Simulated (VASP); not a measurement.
# Cu (Im-3m) in VASP: a series of runs

Runs on Cu. Level: r2SCAN. Tasks: single point, relaxation of cell and atoms.

Everything below comes from runs of VASP 6.6.1. Logs are shortened: lines on timing, memory, paths and dates and some standing lists are left out, and cuts for length are marked.

### 1 The cell of the first run

It takes space group Im-3m (No. 229, cubic). Conventional cell: a = 2.842 Å, b = 2.842 Å, c = 2.842 Å, α = 90.00°, β = 90.00°, γ = 90.00°. Within 3.2 Å of Cu (site symmetry m-3m) lie 14 Cu at 2.46 to 2.84 Å.

This isn't the form of Cu at room conditions, which is fcc.

### 2 Single point, r2SCAN

File POSCAR:

```
Cu
1.0
   -1.4209079975      1.4209079975      1.4209079975
    1.4209079975     -1.4209079975      1.4209079975
    1.4209079975      1.4209079975     -1.4209079975
Cu
1
Direct
    0.0000000000      0.0000000000      0.0000000000
```

File INCAR.step1:

```
SYSTEM = Cu
ALGO     = Normal         ! electronic algorithm
EDIFF    = 1E-5           ! SCF threshold, eV
ENCUT    = 660            ! plane-wave cutoff, eV
GGA      = PE             ! functional
GGA_COMPAT= .False.      
ISMEAR   = 0              ! smearing method
LASPH    = .True.         ! aspherical terms in the spheres
LCHARG   = .False.        ! write CHGCAR
LREAL    = .False.        ! projectors in reciprocal space
LWAVE    = .True.         ! write WAVECAR
NBANDS   = 12             ! bands
NELM     = 120            ! most SCF steps
PREC     = Accurate       ! precision mode
SIGMA    = 0.05           ! smearing width, eV
```

File INCAR.step2:

```
SYSTEM = Cu
ALGO     = Normal         ! electronic algorithm
EDIFF    = 1E-6           ! SCF threshold, eV
ENCUT    = 660            ! plane-wave cutoff, eV
GGA_COMPAT= .False.      
ISIF     = 2              ! what is computed and relaxed
ISMEAR   = 0              ! smearing method
ISTART   = 1            
LASPH    = .True.         ! aspherical terms in the spheres
LCHARG   = .False.        ! write CHGCAR
LMIXTAU  = .True.       
LREAL    = .False.        ! projectors in reciprocal space
LWAVE    = .False.        ! write WAVECAR
METAGGA  = R2SCAN         ! meta-GGA
NBANDS   = 12             ! bands
NELM     = 120            ! most SCF steps
PREC     = Accurate       ! precision mode
SIGMA    = 0.05           ! smearing width, eV
```

File KPOINTS:

```
k-points
0
Gamma
  11 11 11
  0 0 0
```

Potentials or basis: VASP PAW PBE potentials, release 64 (Cu).

The run is started by

```console
$ cat potpaw_PBE.64/Cu/POTCAR > POTCAR
$ cp INCAR.step1 INCAR
$ mpirun -np 1 vasp_std > vasp.out
$ cp INCAR.step2 INCAR
$ mpirun -np 1 vasp_std > vasp.out
```

OUTCAR:

```text
SYSTEM = Cu
   EDIFF = 1E-6
   ENCUT = 660
   ISIF = 2
   ISMEAR = 0
   ISTART = 1
   LASPH = .True.
   LREAL = .False.
   METAGGA = R2SCAN
   NELM = 120
   PREC = Accurate

 ion  position               nearest neighbor table
   1  0.000  0.000  0.000-

  LATTYP: Found a body centered cubic cell.
 ALAT       =     2.8418159950

  Lattice vectors:

 A1 = (  -1.4209079975,   1.4209079975,   1.4209079975)
 A2 = (   1.4209079975,  -1.4209079975,   1.4209079975)
 A3 = (   1.4209079975,   1.4209079975,  -1.4209079975)

Analysis of symmetry for initial positions (statically):
=====================================================================
 Subroutine PRICEL returns:
 Original cell was already a primitive cell.

 Routine SETGRP: Setting up the symmetry group for a
 body centered cubic supercell.

 Subroutine GETGRP returns: Found 48 space group operations
 (whereof 48 operations were pure point group operations)
 out of a pool of 48 trial point group operations.

The static configuration has the point symmetry O_h .

Analysis of symmetry for dynamics (positions and initial velocities):
=====================================================================
 Subroutine PRICEL returns:
 Original cell was already a primitive cell.

 Routine SETGRP: Setting up the symmetry group for a
 body centered cubic supercell.

 Subroutine GETGRP returns: Found 48 space group operations
 (whereof 48 operations were pure point group operations)
 out of a pool of 48 trial point group operations.

The dynamic configuration has the point symmetry O_h .

 Subroutine INISYM returns: Found 48 space group operations
 (whereof 48 operations are pure point group operations),
 and found     1 'primitive' translations

----------------------------------------------------------------------------------------

                                     Primitive cell

  volume of cell :      11.4751

  direct lattice vectors                    reciprocal lattice vectors
    -1.420907998  1.420907998  1.420907998     0.000000000  0.351887667  0.351887667
     1.420907998 -1.420907998  1.420907998     0.351887667  0.000000000  0.351887667
     1.420907998  1.420907998 -1.420907998     0.351887667  0.351887667  0.000000000

  length of vectors
     2.461084845  2.461084845  2.461084845     0.497644311  0.497644311  0.497644311

  position of ions in fractional coordinates (direct lattice)
     0.000000000  0.000000000  0.000000000

  ion indices of the primitive-cell ions
   primitive index   ion index
[... 81 lines left out ...]
   POTIM  = 0.5000    time-step for ionic-motion
   TEBEG  =    0.0;   TEEND  =   0.0 temperature during run
   PSTRESS=    0.0 pullay stress
   NELECT =      11.0000    total number of electrons
   NUPDOWN=      -1.0000    fix difference up-down
   EMIN   =  10.00;   EMAX   =-10.00  energy-range for DOS
   EFERMI =   0.00;   METHOD = LEGACY
   ISMEAR =     0;   SIGMA  =   0.05  broadening in eV -4-tet -1-fermi 0-gaus
   EFERMI_NEDOS =   21; number of points for ismear=-14 and -15
   IALGO  =     38    algorithm
   IMIX   =      4    mixing-type and parameters
     AMIX     =   0.40;   BMIX     =  1.00
     AMIX_MAG =   1.60;   BMIX_MAG =  1.00
  volume/ion in A,a.u.               =      11.48        77.44
  Fermi-wavevector in a.u.,A,eV,Ry     =   1.614184  3.050366 35.451215  2.605591
  Thomas-Fermi vector in A             =   2.709134
   LORBIT       =      0    0 simple, 1 ext, 2 COOP (PROOUT), +10 PAW based schemes
   METAGGA = R2SCAN    functional components
   LHFCALC =     F    Hartree Fock is set to
   AEXX    =    0.0000 exact exchange contribution
   IVDW    =     0    specifies the selected vdW correction
   LEPSILON=     F    determine dielectric tensor
   LRPA    =     F    only Hartree local field effects (RPA)
 non-spin polarized calculation
 Gauss-broadening in eV      SIGMA  =   0.05
  energy-cutoff  :      660.00
  volume of cell :       11.48
 maximum number of plane-waves:       451
 NGX is ok and might be reduce to    24
   NGX = 11   NGY = 11   NGZ = 11

 number of electron      10.9999999 magnetization

 Free energy of the ion-electron system (eV)
  ---------------------------------------------------
  ext. energy  EPLUGINS =         0.00000000
  ---------------------------------------------------
  free energy    TOTEN  =       -10.79580436 eV

  energy without entropy =      -10.79469340  energy(sigma->0) =      -10.79524888

 E-fermi :   7.7089     XC(G=0): -13.9435

 val. band max:        7.7055322636   @ k =  -0.3636   0.4545   0.0909
 cond. band min:       7.7749581718   @ k =  -0.2727   0.4545   0.0909
 fundamental gap:      0.0694259082
 Fermi energy:         7.7088922216

 k-point     1 :       0.0000    0.0000    0.0000
  band No.  band energies     occupation
      1      -2.1381      2.00000
      2       4.4504      2.00000
      3       4.4504      2.00000
      4       4.4504      2.00000
      5       5.5041      2.00000
      6       5.5041      2.00000
      7      34.0884      0.00000
      8      34.0884      0.00000
      9      34.0884      0.00000
     10      38.2989      0.00000
     11      38.2989      0.00000
     12      38.2989      0.00000
[... 331 lines left out ...]
 k-point    24 :       0.3636    0.1818    0.0909
  band No.  band energies     occupation
      1       3.1368      2.00000
      2       3.6342      2.00000
      3       4.4306      2.00000
      4       5.5589      2.00000
      5       5.6479      2.00000
      6      10.4939      0.00000
      7      13.0821      0.00000
      8      18.5602      0.00000
      9      21.8628      0.00000
     10      37.9983      0.00000
     11      42.6184      0.00000
     12      43.1334      0.00000

 [... further k-points ...]

------------------------ aborting loop because EDIFF is reached ----------------------------------------

  FORCE on cell =-STRESS in cart. coord.  units (eV):
  Direction    XX          YY          ZZ          XY          YZ          ZX
  --------------------------------------------------------------------------------------
  -------------------------------------------------------------------------------------
  Total        0.0407554      0.0407554      0.0407554      0.0000000      0.0000000     -0.0000000
  in kB        5.6903311      5.6903311      5.6903311      0.0000000      0.0000000     -0.0000000
  external PRESSURE =       5.6903311 kB  Pullay stress =       0.0000000 kB

 VOLUME and BASIS-vectors are now :
 -----------------------------------------------------------------------------
  energy-cutoff  :      660.00
  volume of cell :       11.48
      direct lattice vectors                 reciprocal lattice vectors
    -1.420907998  1.420907998  1.420907998     0.000000000  0.351887667  0.351887667
     1.420907998 -1.420907998  1.420907998     0.351887667  0.000000000  0.351887667
     1.420907998  1.420907998 -1.420907998     0.351887667  0.351887667  0.000000000

 POSITION                                       TOTAL-FORCE (eV/Angst)
 -----------------------------------------------------------------------------------
      0.00000      0.00000      0.00000         0.000000      0.000000     -0.000000
 -----------------------------------------------------------------------------------
    total drift:                                0.000000      0.000000      0.000000

  FREE ENERGIE OF THE ION-ELECTRON SYSTEM (eV)
  ---------------------------------------------------
  free  energy   TOTEN  =       -10.7958043648 eV

  energy  without entropy=      -10.7946933954  energy(sigma->0) =      -10.79524888
```

OUTCAR.step1:

```text
SYSTEM = Cu
   EDIFF = 1E-5
   ENCUT = 660
   GGA = PE
   ISMEAR = 0
   LASPH = .True.
[... 578 lines left out ...]
 -----------------------------------------------------------------------------------
      0.00000      0.00000      0.00000        -0.000000      0.000000      0.000000
 -----------------------------------------------------------------------------------
    total drift:                               -0.000000      0.000000      0.000000

  FREE ENERGIE OF THE ION-ELECTRON SYSTEM (eV)
  ---------------------------------------------------
  free  energy   TOTEN  =        -3.6827780592 eV

  energy  without entropy=       -3.6816480911  energy(sigma->0) =       -3.68221308
```

Run time: 23 s. Hardware: 1 thread of Intel Xeon Platinum 8488C (Sapphire Rapids), shared host; peak memory 0.14 GiB.

What came out:

```yaml
Free_energy: -10.7958 eV
Pressure: 0.6 GPa
Band_gap_on_the_k_mesh: zero (an odd number of electrons rules out a gap without spin polarisation)
```

Caveat: the PAW data sets were made with another functional, which shifts forces and pressure a little.

[end of part 1 of 2]
